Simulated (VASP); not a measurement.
# MgS (I4/mmm) in VASP: single point with LDA

Aim: the single point of MgS with LDA.

Everything below comes from runs of VASP 6.6.1. Logs are shortened: lines on timing, memory, paths and dates and some standing lists are left out, and cuts for length are marked.

## Step 1: The cell of the first run

It takes space group I4/mmm (No. 139, tetragonal). Conventional cell: a = 3.790 Å, b = 3.790 Å, c = 5.203 Å, α = 90.00°, β = 90.00°, γ = 90.00°. Within 3.4 Å of Mg (site symmetry 4/mmm) lie 6 S at 2.60 to 2.68 Å. S (site symmetry 4/mmm) has 6 Mg at 2.60 to 2.68 Å within 3.4 Å.

## Step 2: Single point, LDA (equal xx and yy strain of +3 %)

INCAR

```
  PREC = Accurate
  ENCUT = 520
  EDIFF = 1E-6
  ISMEAR = -1
  SIGMA = 0.01
  LREAL = F
  LASPH = T
  NELM = 100
  ALGO = Normal
  ISIF = 2
  LWAVE = F
  LCHARG = F
  NBANDS = 11
```

KPOINTS

```
regular mesh
0
Gamma
  8 8 8
```

POSCAR

```
MgS
1.0
    0.0000000000      2.6796995000      2.6016500000
    2.6796995000      0.0000000000      2.6016500000
    2.6796995000      2.6796995000      0.0000000000
Mg S
1 1
Direct
    0.0000000000      0.0000000000      0.0000000000
    0.5000000000      0.5000000000      0.5000000000
```

Potentials or basis: VASP PAW LDA potentials, release 64 (Mg, S).

On the command line:

```
> cat potpaw_LDA.64/Mg/POTCAR potpaw_LDA.64/S/POTCAR > POTCAR
> mpirun -np 1 vasp_std > vasp.out
```

OUTCAR:

```text
PREC = Accurate
   ENCUT = 520
   EDIFF = 1E-6
   ISMEAR = -1
   LREAL = F
   LASPH = T
   NELM = 100
   ISIF = 2

 ion  position               nearest neighbor table
   1  0.000  0.000  0.000-   2 2.60   2 2.60   2 2.68   2 2.68   2 2.68   2 2.68
   2  0.500  0.500  0.500-   1 2.60   1 2.60   1 2.68   1 2.68   1 2.68   1 2.68

  LATTYP: Found a body centered tetragonal cell.
 ALAT       =     3.7896673760
 C/A-ratio  =     1.3730228761

  Lattice vectors:

 A1 = (   0.0000000000,  -2.6796995000,  -2.6016500000)
 A2 = (   0.0000000000,   2.6796995000,  -2.6016500000)
 A3 = (   2.6796995000,   0.0000000000,   2.6016500000)

Analysis of symmetry for initial positions (statically):
=====================================================================
 Subroutine PRICEL returns:
 Original cell was already a primitive cell.

 Routine SETGRP: Setting up the symmetry group for a
 body centered tetragonal supercell.

 Subroutine GETGRP returns: Found 16 space group operations
 (whereof 16 operations were pure point group operations)
 out of a pool of 16 trial point group operations.

The static configuration has the point symmetry D_4h.

Analysis of symmetry for dynamics (positions and initial velocities):
=====================================================================
 Subroutine PRICEL returns:
 Original cell was already a primitive cell.

 Routine SETGRP: Setting up the symmetry group for a
 body centered tetragonal supercell.

 Subroutine GETGRP returns: Found 16 space group operations
 (whereof 16 operations were pure point group operations)
 out of a pool of 16 trial point group operations.

The dynamic configuration has the point symmetry D_4h.

 Subroutine INISYM returns: Found 16 space group operations
 (whereof 16 operations are pure point group operations),
 and found     1 'primitive' translations

----------------------------------------------------------------------------------------

                                     Primitive cell

  volume of cell :      37.3638

  direct lattice vectors                    reciprocal lattice vectors
     0.000000000  2.679699500  2.601650000    -0.186588086  0.186588086  0.192185728
     2.679699500  0.000000000  2.601650000     0.186588086 -0.186588086  0.192185728
     2.679699500  2.679699500  0.000000000     0.186588086  0.186588086 -0.192185728

  length of vectors
     3.734885826  3.734885826  3.789667376     0.326443841  0.326443841  0.326443841

  position of ions in fractional coordinates (direct lattice)
     0.000000000  0.000000000  0.000000000
     0.500000000  0.500000000  0.500000000

  ion indices of the primitive-cell ions
   primitive index   ion index
                 1           1
                 2           2

----------------------------------------------------------------------------------------

 KPOINTS: regular mesh

Automatic generation of k-mesh.
 Grid dimensions read from file:
 generate k-points for:    8    8    8

 Generating k-lattice:

  Cartesian coordinates                     Fractional coordinates (reciprocal lattice)
    -0.023323511  0.023323511  0.024023216     0.125000000  0.000000000  0.000000000
     0.023323511 -0.023323511  0.024023216     0.000000000  0.125000000  0.000000000
     0.023323511  0.023323511 -0.024023216     0.000000000  0.000000000  0.125000000

  Length of vectors
     0.040805480  0.040805480  0.040805480

  Shift w.r.t. Gamma in fractional coordinates (k-lattice)
     0.000000000  0.000000000  0.000000000

 Subroutine IBZKPT returns following result:
 ===========================================

 Found     59 irreducible k-points:

 Following reciprocal coordinates:
            Coordinates               Weight
  0.000000  0.000000  0.000000      1.000000
  0.125000 -0.000000  0.000000      8.000000
  0.250000 -0.000000  0.000000      8.000000
  0.375000 -0.000000  0.000000      8.000000
  0.500000 -0.000000  0.000000      4.000000
  0.125000  0.125000  0.000000      2.000000
[... 16 lines left out ...]
  0.250000 -0.000000  0.125000     16.000000
  0.375000 -0.000000  0.125000     16.000000
 [... further k-points ...]
   k-points           NKPTS =     59   k-points in BZ     NKDIM =     59   number of bands    NBANDS=     11
   number of dos      NEDOS =    301   number of ions     NIONS =      2
   total plane-waves  NPLWV =  21952
   dimension x,y,z NGX =    28 NGY =   28 NGZ =   28
   dimension x,y,z NGXF=    56 NGYF=   56 NGZF=   56
   ions per type =               1   1
   NGX,Y,Z   is equivalent  to a cutoff of  12.46, 12.46, 12.28 a.u.
   NGXF,Y,Z  is equivalent  to a cutoff of  24.93, 24.93, 24.57 a.u.
 SYSTEM =  unknown system
   PREC   = accura    normal or accurate (medium, high low for compatibility)
   ISTART =      0    job   : 0-new  1-cont  2-samecut
   ICHARG =      2    charge: 1-file 2-atom 10-const
   ISPIN  =      1    spin polarized calculation?
   LNONCOLLINEAR =      F non collinear calculations
   LSORBIT =      F    spin-orbit coupling
   LASPH  =      T    aspherical Exc in radial PAW
   ENCUT  =  520.0 eV  38.22 Ry    6.18 a.u.   6.94  6.94  7.05*2*pi/ulx,y,z
   NELM   =    100;   NELMIN=  2; NELMDL= -5     # of ELM steps
   EDIFF  = 0.1E-05   stopping-criterion for ELM
   LREAL  =      F    real-space projection
   EDIFFG = 0.1E-04   stopping-criterion for IOM
   NSW    =      0    number of steps for IOM
   IBRION =     -1    ionic relax: 0-MD 1-quasi-New 2-CG
   NFREE  =      0    steps in history (QN), initial steepest desc. (CG)
   ISIF   =      2    stress and relaxation
   ISYM   =      2    0-nonsym 1-usesym 2-fastsym
   POTIM  = 0.5000    time-step for ionic-motion
   TEBEG  =    0.0;   TEEND  =   0.0 temperature during run
   PSTRESS=    0.0 pullay stress
   NELECT =       8.0000    total number of electrons
   NUPDOWN=      -1.0000    fix difference up-down
   EMIN   =  10.00;   EMAX   =-10.00  energy-range for DOS
   EFERMI =   0.00;   METHOD = LEGACY
   ISMEAR =    -1;   SIGMA  =   0.01  broadening in eV -4-tet -1-fermi 0-gaus
   EFERMI_NEDOS =   21; number of points for ismear=-14 and -15
   IALGO  =     38    algorithm
   IMIX   =      4    mixing-type and parameters
     AMIX     =   0.40;   BMIX     =  1.00
     AMIX_MAG =   1.60;   BMIX_MAG =  1.00
  volume/ion in A,a.u.               =      18.68       126.07
  Fermi-wavevector in a.u.,A,eV,Ry     =   0.979387  1.850774 13.050702  0.959200
  Thomas-Fermi vector in A             =   2.110237
   LORBIT       =      0    0 simple, 1 ext, 2 COOP (PROOUT), +10 PAW based schemes
   GGA     = CA    functional components
   LHFCALC =     F    Hartree Fock is set to
   AEXX    =    0.0000 exact exchange contribution
   IVDW    =     0    specifies the selected vdW correction
   LEPSILON=     F    determine dielectric tensor
   LRPA    =     F    only Hartree local field effects (RPA)
 non-spin polarized calculation
  energy-cutoff  :      520.00
  volume of cell :       37.36
 maximum number of plane-waves:      1022
   NGX = 13   NGY = 13   NGZ = 15

 number of electron       8.0000001 magnetization

 Free energy of the ion-electron system (eV)
  ---------------------------------------------------
  ext. energy  EPLUGINS =         0.00000000
  ---------------------------------------------------
  free energy    TOTEN  =        -9.49061810 eV

  energy without entropy =       -9.49061810  energy(sigma->0) =       -9.49061810

 E-fermi :   3.3433     XC(G=0):  -9.7462

 val. band max:        3.1099379735   @ k =   0.0000   0.0000   0.0000
 cond. band min:       5.4153321661   @ k =   0.5000   0.5000   0.0000
 fundamental gap:      2.3053941927
 Fermi energy:         3.3432520488

 k-point     1 :       0.0000    0.0000    0.0000
  band No.  band energies     occupation
      1      -9.2531      2.00000
      2       2.9705      2.00000
      3       3.1099      2.00000
      4       3.1099      2.00000
      5       6.1133      0.00000
      6      10.8400      0.00000
      7      10.8400      0.00000
      8      11.1328      0.00000
      9      13.0648      0.00000
     10      13.4474      0.00000
     11      15.1914      0.00000

 k-point     2 :       0.1250   -0.0000    0.0000
  band No.  band energies     occupation
      1      -9.1138      2.00000
      2       2.0147      2.00000
      3       2.9466      2.00000
      4       3.0050      2.00000
      5       6.9567      0.00000
      6      10.5522      0.00000
      7      11.0307      0.00000
      8      11.2684      0.00000
      9      12.3970      0.00000
     10      12.6671      0.00000
     11      15.0263      0.00000

 k-point     3 :       0.2500   -0.0000    0.0000
  band No.  band energies     occupation
      1      -8.7391      2.00000
      2       0.3426      2.00000
      3       2.7761      2.00000
      4       2.7765      2.00000
      5       7.6024      0.00000
      6      10.4940      0.00000
      7      10.7759      0.00000
      8      10.9582      0.00000
      9      13.1157      0.00000
     10      13.1401      0.00000
     11      14.3124      0.00000

 k-point     4 :       0.3750   -0.0000    0.0000
  band No.  band energies     occupation
      1      -8.2872      2.00000
      2      -1.0063      2.00000
      3       2.5756      2.00000
      4       2.6264      2.00000
      5       7.4560      0.00000
      6       9.8249      0.00000
      7      10.1473      0.00000
      8      12.0072      0.00000
      9      14.1406      0.00000
     10      14.9933      0.00000
     11      15.0770      0.00000
[... 239 lines left out ...]
 k-point    22 :       0.1250    0.0000    0.1250
  band No.  band energies     occupation
      1      -9.0727      2.00000
      2       2.0884      2.00000
      3       2.6701      2.00000
      4       2.8379      2.00000
      5       7.2733      0.00000
      6       9.9587      0.00000
      7      11.1548      0.00000
      8      11.5028      0.00000
      9      11.6513      0.00000
     10      13.5871      0.00000
     11      15.7548      0.00000

 k-point    23 :       0.2500   -0.0000    0.1250
  band No.  band energies     occupation
      1      -8.7813      2.00000
      2       0.8325      2.00000
      3       2.4670      2.00000
      4       2.5858      2.00000
      5       8.0314      0.00000
      6       9.7211      0.00000
      7      10.0810      0.00000
      8      11.6943      0.00000
      9      12.5679      0.00000
     10      13.9008      0.00000
     11      15.7347      0.00000

 k-point    24 :       0.3750   -0.0000    0.1250
  band No.  band energies     occupation
      1      -8.3505      2.00000
      2      -0.5162      2.00000
      3       2.2017      2.00000
      4       2.3564      2.00000
      5       8.0381      0.00000
      6       9.2984      0.00000
      7      10.8943      0.00000
      8      11.0645      0.00000
      9      13.9034      0.00000
     10      15.4710      0.00000
     11      15.5496      0.00000

 [... further k-points ...]
[... 5 lines left out ...]
  --------------------------------------------------------------------------------------
  -------------------------------------------------------------------------------------
  Total       -1.8608113     -1.8608113     -1.3895553      0.0000000      0.0000000      0.0000000
  in kB      -79.7924626    -79.7924626    -59.5847813      0.0000000      0.0000000      0.0000000
  external PRESSURE =     -73.0565688 kB  Pullay stress =       0.0000000 kB

 VOLUME and BASIS-vectors are now :
 -----------------------------------------------------------------------------
  energy-cutoff  :      520.00
  volume of cell :       37.36
      direct lattice vectors                 reciprocal lattice vectors
     0.000000000  2.679699500  2.601650000    -0.186588086  0.186588086  0.192185728
     2.679699500  0.000000000  2.601650000     0.186588086 -0.186588086  0.192185728
     2.679699500  2.679699500  0.000000000     0.186588086  0.186588086 -0.192185728

 POSITION                                       TOTAL-FORCE (eV/Angst)
 -----------------------------------------------------------------------------------
      0.00000      0.00000      0.00000        -0.000000      0.000000     -0.000000
      2.67970      2.67970      2.60165         0.000000     -0.000000      0.000000
 -----------------------------------------------------------------------------------
    total drift:                                0.000000      0.000000      0.000000

  FREE ENERGIE OF THE ION-ELECTRON SYSTEM (eV)
  ---------------------------------------------------
  free  energy   TOTEN  =        -9.4906181004 eV

  energy  without entropy=       -9.4906181004  energy(sigma->0) =       -9.49061810
```

Run time: 28 s. Hardware: 1 thread of Intel Xeon 8259CL, shared host; peak memory 0.15 GiB.

Results:

| Item | Value |
| --- | --- |
| Free energy | -9.4906 eV |
| Pressure | -7.3 GPa |
| Band gap on the k mesh | 2.31 eV, indirect (least direct gap 3.00 eV) |

Levels at points of the mesh, in eV from the valence-band top:
| k point | band 1 | band 2 | band 3 | band 4 | band 5 | band 6 | band 7 | band 8 |
| --- | --- | --- | --- | --- | --- | --- | --- | --- |
| (0.00, 0.00, 0.00) | -12.36 | -0.14 | 0.00 | 0.00 | 3.00 | 7.73 | 7.73 | 8.02 |
| (0.50, 0.00, 0.00) | -11.18 | -4.65 | -0.61 | -0.54 | 4.23 | 6.47 | 6.79 | 9.17 |
| (0.50, 0.50, 0.00) | -10.78 | -3.98 | -1.70 | -1.70 | 2.31 | 4.31 | 11.39 | 12.33 |
| (0.50, 0.00, 0.50) | -10.88 | -4.01 | -1.71 | -1.46 | 2.44 | 4.41 | 11.07 | 12.14 |

Caveat: the cell differs from its parent crystal (equal xx and yy strain of +3 %). A k mesh can miss the band edges.
